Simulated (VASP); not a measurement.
Crystal: MgO.

```xyz
2
Lattice="0.0000 2.1269 2.1269 2.1269 0.0000 2.1269 2.1269 2.1269 0.0000" Properties=species:S:1:pos:R:3 pbc="T T T"
Mg    0.0000    0.0000    0.0000
O     2.1269    2.1269    2.1269
```

Base run:

```yaml
Program: VASP 6.6.1
Functional: r2SCAN
Potentials_or_basis: VASP PAW PBE potentials, release 64 (Mg, O)
Cutoff: 520 eV
k_mesh: 10 × 10 × 10
Occupations: gaussian, width 0.02 eV
Spin: no spin polarisation
```

Its results: band gap on the k mesh 5.31 eV, direct; pressure -6.6 GPa.

**Question.** The run is repeated on the same cell with these changes: potentials or basis from VASP PAW PBE potentials, release 64 (Mg, O) to VASP PAW PBE potentials, release 64 (Mg_sv, O); cutoff from 520 eV to 660 eV; further incar settings from ALGO = Normal; EDIFF = 1e-06; NBANDS = 11 to ALGO = Normal; EDIFF = 1e-06; NBANDS = 15; valence electrons from 8 to 16. What comes out?

**Answer.** Band gap on the k mesh 5.37 eV, direct; pressure -5.5 GPa.

Caveats: the PAW data sets were made with another functional, which shifts forces and pressure a little.

